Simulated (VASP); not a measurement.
Input of a VASP 6.6.1 run:

The input INCAR:

```
SYSTEM = Rh
PREC     = Accurate       ! precision mode
ENCUT    = 520            ! plane-wave cutoff, eV
EDIFF    = 1E-7           ! SCF threshold, eV
ISMEAR   = -1             ! smearing method
SIGMA    = 0.05           ! smearing width, eV
LREAL    = .FALSE.        ! projectors in reciprocal space
LASPH    = .TRUE.         ! aspherical terms in the spheres
NELM     = 150            ! most SCF steps
ALGO     = Normal         ! electronic algorithm
ISIF     = 2              ! what is computed and relaxed
LWAVE    = .FALSE.        ! write WAVECAR
LCHARG   = .FALSE.        ! write CHGCAR
ISPIN    = 2              ! spin polarisation
MAGMOM   = 1 1            ! initial moments
LORBIT   = 11             ! projections on sites
LMAXMIX  = 4              ! l up to which the mixer works
GGA      = PE             ! functional
NBANDS   = 26             ! bands
```

Contents of KPOINTS:

```
regular mesh
0
G
  11 11 11
  0 0 0
```

File POSCAR:

```
Rh
1.0
    0.0000000000      2.6814347503      2.6814347503
    2.6814347503      0.0000000000      2.6814347503
    2.6814347503      2.6814347503      0.0000000000
Rh
2
Direct
    0.1250000000      0.1250000000      0.1250000000
    0.8750000000      0.8750000000      0.8750000000
```

Potentials or basis: VASP PAW PBE potentials, release 64 (Rh_pv).

Run with:

```console
$ cat potpaw_PBE.64/Rh_pv/POTCAR > POTCAR
$ mpirun -np 1 vasp_std > vasp.out
```

Problem. What does it give for the net moment?

Solution. 0.00 μB per cell.

Problem. What does it give for the pressure?

Solution. 13.4 GPa.
